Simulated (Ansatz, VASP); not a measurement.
**KCaF3: VASP beside Ansatz**

```
CELL_PARAMETERS angstrom
4.73121 0.00000 0.00000
0.00000 4.73121 0.00000
0.00000 0.00000 4.02153
ATOMIC_POSITIONS crystal
K 0.50000 0.50000 0.50000
Ca 0.00000 0.00000 0.00000
F 0.00000 0.50000 0.00000
F 0.00000 0.00000 0.50000
F 0.50000 0.00000 0.00000
```

Alike in both runs: task single point; functional LDA; k mesh 6 × 6 × 6; occupations gaussian, width 0.05 eV; no spin polarisation.

|  | VASP | Ansatz |
| --- | --- | --- |
| version | VASP 6.6.1 | Ansatz 0.2.0 |
| potentials or method | VASP PAW LDA potentials, release 64 (K_sv, Ca_sv, F), cutoff 520 eV | scalar-relativistic, plane waves, PAW |
| valence electrons in the cell | 40 | 40 |

Ansatz gave:

```
gap on the k mesh at the Fermi level (eV)                     : 5.65
least direct gap on the mesh (eV)                             : 5.73
pressure (GPa)                                                : -2.5
traceless stress, the component that is largest in VASP (GPa) : 11.97
```

Problem. Which values does VASP return?

Solution. gap on the k mesh at the Fermi level (eV): 5.64; least direct gap on the mesh (eV): 5.70; pressure (GPa): -2.2; traceless stress, the component that is largest in VASP (GPa): 12.46.

LDA's correlation is that of Perdew and Zunger in VASP and of Perdew and Wang (1992) in Ansatz.
